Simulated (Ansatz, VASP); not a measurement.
# One calculation of Mg2ZnN2, two programs

```
CELL_PARAMETERS angstrom
-1.57905 1.57905 6.12210
1.57905 -1.57905 6.12210
1.57905 1.57905 -6.12210
ATOMIC_POSITIONS crystal
Mg 0.32787 0.32787 0.00000
Mg 0.67213 0.67213 0.00000
Zn 0.00000 0.00000 0.00000
N 0.15054 0.15054 0.00000
N 0.84946 0.84946 0.00000
```

Alike in both runs: functional PBE; k mesh 16 × 16 × 16; occupations gaussian, width 0.02 eV; no spin polarisation.

Ansatz relaxed the structure, and its values are those at the end. VASP's run is a single point on that final structure, the one shown.

|  | VASP | Ansatz |
| --- | --- | --- |
| version | VASP 6.6.1 | Ansatz 0.2.0 |
| potentials or method | VASP PAW PBE potentials, release 64 (Mg_sv, Zn, N), cutoff 750 eV | scalar-relativistic, plane waves, PAW |
| valence electrons in the cell | 42 | 42 |

VASP gave:

```
gap on the k mesh at the Fermi level (eV) : 0.49
least direct gap on the mesh (eV)         : 0.58
pressure (GPa)                            : 0.0
rms of the force components (eV/Å)        : 0.037
```

Q: Which values does Ansatz return?

A: gap on the k mesh at the Fermi level (eV): 0.49; least direct gap on the mesh (eV): 0.57; pressure (GPa): 0.0; rms of the force components (eV/Å): 0.002.

With one functional, cell and mesh, what is left measures potentials, basis and numerics.
